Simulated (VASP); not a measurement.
A run of VASP 6.6.1:

Contents of POSCAR:

```
CdS
1.0
    0.0000000000      2.7472987742      2.7472987742
    2.7472987742      0.0000000000      2.7472987742
    2.7472987742      2.7472987742      0.0000000000
Cd S
1 1
Direct
    0.0000000000      0.0000000000      0.0000000000
    0.5000000000      0.5000000000      0.5000000000
```

The input INCAR.step1:

```
PREC = Accurate ; ENCUT = 600
ISMEAR = -1 ; SIGMA = 0.02
LREAL = F ; LASPH = T
NELM = 60 ; GGA = PE
ALGO = Normal ; EDIFF = 1E-4
LWAVE = T ; LCHARG = F
```

Contents of INCAR.step2:

```
PREC = Accurate ; ENCUT = 600
EDIFF = 1E-6 ; ISMEAR = -1
SIGMA = 0.02 ; LREAL = F
LASPH = T ; NELM = 60
ALGO = Normal ; ISIF = 3
LWAVE = F ; LCHARG = F
METAGGA = R2SCAN ; LMIXTAU = T
IBRION = 2 ; NSW = 80
EDIFFG = -0.005 ; ISTART = 1
```

Contents of KPOINTS:

```
regular mesh
0
Gamma
  8 8 8
```

Potentials or basis: VASP PAW PBE potentials, release 64 (Cd, S).

The run is started by

```console
$ cat potpaw_PBE.64/Cd/POTCAR potpaw_PBE.64/S/POTCAR > POTCAR
$ cp INCAR.step1 INCAR
$ mpirun -np 1 vasp_std > vasp.out
$ cp INCAR.step2 INCAR
$ mpirun -np 1 vasp_std > vasp.out
```

Hardware: 1 thread of Intel(R) Xeon(R) Platinum 8375C CPU @ 2.90GHz (Ice Lake), with other jobs on the host.

**Question.** How long does it take, and how much memory?

**Answer.** Wall time 110 s on 1 thread of Intel(R) Xeon(R) Platinum 8375C CPU @ 2.90GHz (Ice Lake), on a shared host, peak memory 0.2 GiB. Counts: k points 29, ion steps 3.
